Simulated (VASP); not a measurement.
# CdF2 (Fm-3m) in VASP: notebook

CdF2 is run at these levels: PBE; tasks: electric field gradients, single point.

Everything below comes from runs of VASP 6.6.1. Logs are shortened: lines on timing, memory, paths and dates and some standing lists are left out, and cuts for length are marked.

**1. The cell of the first run**

It takes space group Fm-3m (No. 225, cubic). Conventional cell: a = 5.388 Å, b = 5.388 Å, c = 5.388 Å, α = 90.00°, β = 90.00°, γ = 90.00°. Within 3.1 Å of Cd (site symmetry m-3m) lie 8 F at 2.33 Å. Within 3.1 Å of F (site symmetry -43m) lie 4 Cd at 2.33 Å and 6 F at 2.69 Å.

**2. Electric field gradients, PBE**

Contents of INCAR:

```
ALGO     = Normal         # electronic algorithm
EDIFF    = 1E-8           # SCF threshold, eV
ENCUT    = 520            # plane-wave cutoff, eV
GGA      = PE             # functional
ISIF     = 2              # what is computed and relaxed
ISMEAR   = -1             # smearing method
LASPH    = T              # aspherical terms in the spheres
LCHARG   = F              # write CHGCAR
LEFG     = T            
LREAL    = F              # projectors in reciprocal space
LWAVE    = F              # write WAVECAR
NBANDS   = 20             # bands
NELM     = 80             # most SCF steps
PREC     = Accurate       # precision mode
SIGMA    = 0.03           # smearing width, eV
```

Contents of KPOINTS:

```
k-points
0
Gamma
  10 10 10
```

Contents of POSCAR:

```
CdF2
1.0
    0.0000000000      2.6940000000      2.6940000000
    2.6940000000      0.0000000000      2.6940000000
    2.6940000000      2.6940000000      0.0000000000
Cd F
1 2
Direct
    0.0000000000      0.0000000000      0.0000000000
    0.2500000000      0.2500000000      0.2500000000
    0.7500000000      0.7500000000      0.7500000000
```

Potentials or basis: VASP PAW PBE potentials, release 64 (Cd, F).

Started as:

```bash
$ cat potpaw_PBE.64/Cd/POTCAR potpaw_PBE.64/F/POTCAR > POTCAR
$ mpirun -np 1 vasp_std > vasp.out
```

OUTCAR:

```text
EDIFF = 1E-8
   ENCUT = 520
   GGA = PE
   ISIF = 2
   ISMEAR = -1
   LASPH = T
   LREAL = F
   NELM = 80
   PREC = Accurate

 ion  position               nearest neighbor table
   1  0.000  0.000  0.000-   3 2.33   3 2.33   3 2.33   2 2.33   3 2.33   2 2.33   2 2.33   2 2.33

   2  0.250  0.250  0.250-   1 2.33   1 2.33   1 2.33   1 2.33
   3  0.750  0.750  0.750-   1 2.33   1 2.33   1 2.33   1 2.33

  LATTYP: Found a face centered cubic cell.
 ALAT       =     5.3880000000

  Lattice vectors:

 A1 = (   0.0000000000,   2.6940000000,   2.6940000000)
 A2 = (   2.6940000000,   0.0000000000,   2.6940000000)
 A3 = (   2.6940000000,   2.6940000000,   0.0000000000)

Analysis of symmetry for initial positions (statically):
=====================================================================
 Subroutine PRICEL returns:
 Original cell was already a primitive cell.

 Routine SETGRP: Setting up the symmetry group for a
 face centered cubic supercell.

 Subroutine GETGRP returns: Found 48 space group operations
 (whereof 48 operations were pure point group operations)
 out of a pool of 48 trial point group operations.

The static configuration has the point symmetry O_h .

Analysis of symmetry for dynamics (positions and initial velocities):
=====================================================================
 Subroutine PRICEL returns:
 Original cell was already a primitive cell.

 Routine SETGRP: Setting up the symmetry group for a
 face centered cubic supercell.

 Subroutine GETGRP returns: Found 48 space group operations
 (whereof 48 operations were pure point group operations)
 out of a pool of 48 trial point group operations.

The dynamic configuration has the point symmetry O_h .

 Subroutine INISYM returns: Found 48 space group operations
 (whereof 48 operations are pure point group operations),
 and found     1 'primitive' translations

----------------------------------------------------------------------------------------

                                     Primitive cell

  volume of cell :      39.1041

  direct lattice vectors                    reciprocal lattice vectors
     0.000000000  2.694000000  2.694000000    -0.185597624  0.185597624  0.185597624
     2.694000000  0.000000000  2.694000000     0.185597624 -0.185597624  0.185597624
     2.694000000  2.694000000  0.000000000     0.185597624  0.185597624 -0.185597624

  length of vectors
     3.809891337  3.809891337  3.809891337     0.321464515  0.321464515  0.321464515

  position of ions in fractional coordinates (direct lattice)
     0.000000000  0.000000000  0.000000000
     0.250000000  0.250000000  0.250000000
     0.750000000  0.750000000  0.750000000

  ion indices of the primitive-cell ions
   primitive index   ion index
                 1           1
                 2           2
                 3           3

----------------------------------------------------------------------------------------

 KPOINTS: k-points

Automatic generation of k-mesh.
 Grid dimensions read from file:
 generate k-points for:   10   10   10

 Generating k-lattice:

  Cartesian coordinates                     Fractional coordinates (reciprocal lattice)
    -0.018559762  0.018559762  0.018559762     0.100000000  0.000000000  0.000000000
     0.018559762 -0.018559762  0.018559762     0.000000000  0.100000000  0.000000000
     0.018559762  0.018559762 -0.018559762     0.000000000  0.000000000  0.100000000

  Length of vectors
     0.032146452  0.032146452  0.032146452

  Shift w.r.t. Gamma in fractional coordinates (k-lattice)
     0.000000000  0.000000000  0.000000000

 Subroutine IBZKPT returns following result:
 ===========================================

 Found     47 irreducible k-points:

 Following reciprocal coordinates:
            Coordinates               Weight
  0.000000  0.000000  0.000000      1.000000
  0.100000  0.000000  0.000000      8.000000
  0.200000  0.000000  0.000000      8.000000
  0.300000  0.000000  0.000000      8.000000
  0.400000  0.000000  0.000000      8.000000
  0.500000  0.000000  0.000000      4.000000
[... 16 lines left out ...]
  0.300000  0.300000  0.000000      6.000000
  0.400000  0.300000  0.000000     24.000000
 [... further k-points ...]
   k-points           NKPTS =     47   k-points in BZ     NKDIM =     47   number of bands    NBANDS=     20
   number of dos      NEDOS =    301   number of ions     NIONS =      3
   total plane-waves  NPLWV =  21952
   dimension x,y,z NGX =    28 NGY =   28 NGZ =   28
   dimension x,y,z NGXF=    56 NGYF=   56 NGZF=   56
   ions per type =               1   2
   NGX,Y,Z   is equivalent  to a cutoff of  12.22, 12.22, 12.22 a.u.
   NGXF,Y,Z  is equivalent  to a cutoff of  24.44, 24.44, 24.44 a.u.
 SYSTEM =  unknown system
   PREC   = accura    normal or accurate (medium, high low for compatibility)
   ISTART =      0    job   : 0-new  1-cont  2-samecut
   ICHARG =      2    charge: 1-file 2-atom 10-const
   ISPIN  =      1    spin polarized calculation?
   LNONCOLLINEAR =      F non collinear calculations
   LSORBIT =      F    spin-orbit coupling
   LASPH  =      T    aspherical Exc in radial PAW
   ENCUT  =  520.0 eV  38.22 Ry    6.18 a.u.   7.08  7.08  7.08*2*pi/ulx,y,z
   NELM   =     80;   NELMIN=  2; NELMDL= -5     # of ELM steps
   EDIFF  = 0.1E-07   stopping-criterion for ELM
   LREAL  =      F    real-space projection
   EDIFFG = 0.1E-06   stopping-criterion for IOM
   NSW    =      0    number of steps for IOM
   IBRION =     -1    ionic relax: 0-MD 1-quasi-New 2-CG
   NFREE  =      0    steps in history (QN), initial steepest desc. (CG)
   ISIF   =      2    stress and relaxation
   ISYM   =      2    0-nonsym 1-usesym 2-fastsym
   POTIM  = 0.5000    time-step for ionic-motion
   TEBEG  =    0.0;   TEEND  =   0.0 temperature during run
   PSTRESS=    0.0 pullay stress
   NELECT =      26.0000    total number of electrons
   NUPDOWN=      -1.0000    fix difference up-down
   EMIN   =  10.00;   EMAX   =-10.00  energy-range for DOS
   EFERMI =   0.00;   METHOD = LEGACY
   ISMEAR =    -1;   SIGMA  =   0.03  broadening in eV -4-tet -1-fermi 0-gaus
   EFERMI_NEDOS =   21; number of points for ismear=-14 and -15
   IALGO  =     38    algorithm
   IMIX   =      4    mixing-type and parameters
     AMIX     =   0.40;   BMIX     =  1.00
     AMIX_MAG =   1.60;   BMIX_MAG =  1.00
  volume/ion in A,a.u.               =      13.03        87.96
  Fermi-wavevector in a.u.,A,eV,Ry     =   1.428867  2.700166 27.778468  2.041660
  Thomas-Fermi vector in A             =   2.548882
   LORBIT       =      0    0 simple, 1 ext, 2 COOP (PROOUT), +10 PAW based schemes
   GGA     = PE    functional components
   LHFCALC =     F    Hartree Fock is set to
   AEXX    =    0.0000 exact exchange contribution
   IVDW    =     0    specifies the selected vdW correction
   LEPSILON=     F    determine dielectric tensor
   LRPA    =     F    only Hartree local field effects (RPA)
 non-spin polarized calculation
  energy-cutoff  :      520.00
  volume of cell :       39.10
 maximum number of plane-waves:      1073
   NGX = 15   NGY = 15   NGZ = 15

 number of electron      25.9999990 magnetization

 Free energy of the ion-electron system (eV)
  ---------------------------------------------------
  ext. energy  EPLUGINS =         0.00000000
  ---------------------------------------------------
  free energy    TOTEN  =       -10.85937217 eV

  energy without entropy =      -10.85937217  energy(sigma->0) =      -10.85937217

 E-fermi :  -0.6393     XC(G=0): -10.4121

 val. band max:       -1.3187769464   @ k =  -0.3000   0.5000   0.2000
 cond. band min:       1.7564598247   @ k =   0.0000   0.0000   0.0000
 fundamental gap:      3.0752367711
 Fermi energy:        -0.6392691395

 k-point     1 :       0.0000    0.0000    0.0000
  band No.  band energies     occupation
      1     -22.1167      2.00000
      2     -21.0119      2.00000
      3      -6.9268      2.00000
      4      -6.9268      2.00000
      5      -6.9268      2.00000
      6      -5.7192      2.00000
[... 12 lines left out ...]
     19      18.5864      0.00000
     20      18.5864      0.00000

 k-point     2 :       0.1000    0.0000    0.0000
  band No.  band energies     occupation
      1     -22.0842      2.00000
      2     -21.0398      2.00000
      3      -6.8883      2.00000
      4      -6.8883      2.00000
      5      -6.8197      2.00000
      6      -5.7315      2.00000
[... 12 lines left out ...]
     19      18.3129      0.00000
     20      18.3129      0.00000

 k-point     3 :       0.2000    0.0000    0.0000
  band No.  band energies     occupation
      1     -21.9944      2.00000
      2     -21.1203      2.00000
      3      -6.7896      2.00000
      4      -6.7896      2.00000
      5      -6.5199      2.00000
      6      -5.7512      2.00000
[... 12 lines left out ...]
     19      17.7773      0.00000
     20      18.1098      0.00000

 k-point     4 :       0.3000    0.0000    0.0000
  band No.  band energies     occupation
      1     -21.8619      2.00000
      2     -21.2390      2.00000
      3      -6.6790      2.00000
      4      -6.6790      2.00000
      5      -6.0921      2.00000
      6      -5.7397      2.00000
[... 429 lines left out ...]
 k-point    23 :       0.3000    0.3000    0.0000
  band No.  band energies     occupation
      1     -21.8173      2.00000
      2     -21.2597      2.00000
      3      -6.4413      2.00000
      4      -6.4413      2.00000
      5      -6.2516      2.00000
      6      -5.9686      2.00000
[... 12 lines left out ...]
     19      19.3924      0.00000
     20      19.4052      0.00000

 k-point    24 :       0.4000    0.3000    0.0000
  band No.  band energies     occupation
      1     -21.7358      2.00000
      2     -21.3252      2.00000
      3      -6.4357      2.00000
      4      -6.3032      2.00000
      5      -6.2248      2.00000
      6      -5.7360      2.00000
[... 12 lines left out ...]
     19      19.1366      0.00000
     20      19.4488      0.00000

 [... further k-points ...]

------------------------ aborting loop because EDIFF is reached ----------------------------------------

  FORCE on cell =-STRESS in cart. coord.  units (eV):
  Direction    XX          YY          ZZ          XY          YZ          ZX
  --------------------------------------------------------------------------------------
  -------------------------------------------------------------------------------------
  Total        1.5109288      1.5109288      1.5109288      0.0000000     -0.0000000     -0.0000000
  in kB       61.9058655     61.9058655     61.9058655      0.0000000     -0.0000000     -0.0000000
  external PRESSURE =      61.9058655 kB  Pullay stress =       0.0000000 kB

 VOLUME and BASIS-vectors are now :
 -----------------------------------------------------------------------------
  energy-cutoff  :      520.00
  volume of cell :       39.10
      direct lattice vectors                 reciprocal lattice vectors
     0.000000000  2.694000000  2.694000000    -0.185597624  0.185597624  0.185597624
     2.694000000  0.000000000  2.694000000     0.185597624 -0.185597624  0.185597624
     2.694000000  2.694000000  0.000000000     0.185597624  0.185597624 -0.185597624

 POSITION                                       TOTAL-FORCE (eV/Angst)
 -----------------------------------------------------------------------------------
      0.00000      0.00000      0.00000         0.000000      0.000000      0.000000
      1.34700      1.34700      1.34700        -0.000000     -0.000000     -0.000000
      4.04100      4.04100      4.04100         0.000000      0.000000      0.000000
 -----------------------------------------------------------------------------------
    total drift:                                0.000000      0.000000      0.000000

  FREE ENERGIE OF THE ION-ELECTRON SYSTEM (eV)
  ---------------------------------------------------
  free  energy   TOTEN  =       -10.8593721744 eV

  energy  without entropy=      -10.8593721744  energy(sigma->0) =      -10.85937217

 Electric field gradients (V/A^2)
---------------------------------------------------------------------
 ion       V_xx      V_yy      V_zz      V_xy      V_xz      V_yz
---------------------------------------------------------------------
   1       0.000    -0.000    -0.000    -0.002    -0.002    -0.002
   2      -0.000     0.000    -0.000     0.008     0.008     0.008
   3      -0.000     0.000    -0.000     0.008     0.008     0.008
---------------------------------------------------------------------

 Electric field gradients after diagonalization (V/A^2)
 (convention: |V_zz| > |V_xx| > |V_yy|)
----------------------------------------------------------------------
 ion       V_xx      V_yy      V_zz     asymmetry (V_yy - V_xx)/ V_zz
----------------------------------------------------------------------
   1       0.002     0.002    -0.004       0.000
   2      -0.008    -0.008     0.017       0.000
   3      -0.008    -0.008     0.017       0.000
----------------------------------------------------------------------

           NMR quadrupolar parameters

 Cq : quadrupolar parameter    Cq=e*Q*V_zz/h
 eta: asymmetry parameters     (V_yy - V_xx)/ V_zz
 Q  : nuclear electric quadrupole moment in mb (millibarn)
----------------------------------------------------------------------
 ion       Cq(MHz)       eta       Q (mb)
----------------------------------------------------------------------
   1      -0.000       0.000       1.000
   2       0.000       0.000       1.000
   3       0.000       0.000       1.000
----------------------------------------------------------------------
```

Run time: 49 s. Hardware: 1 thread of Intel Xeon 8259CL, shared host; peak memory 0.18 GiB.

What came out:

- Free energy: -10.8594 eV
- Pressure: 6.2 GPa
- Band gap on the k mesh: 3.08 eV (least direct gap 3.57 eV)
- Largest electric field gradient by atom: zero within the noise of the run

Caveat: the cell stands under pressure.

(Continued in part 2 of 2.)
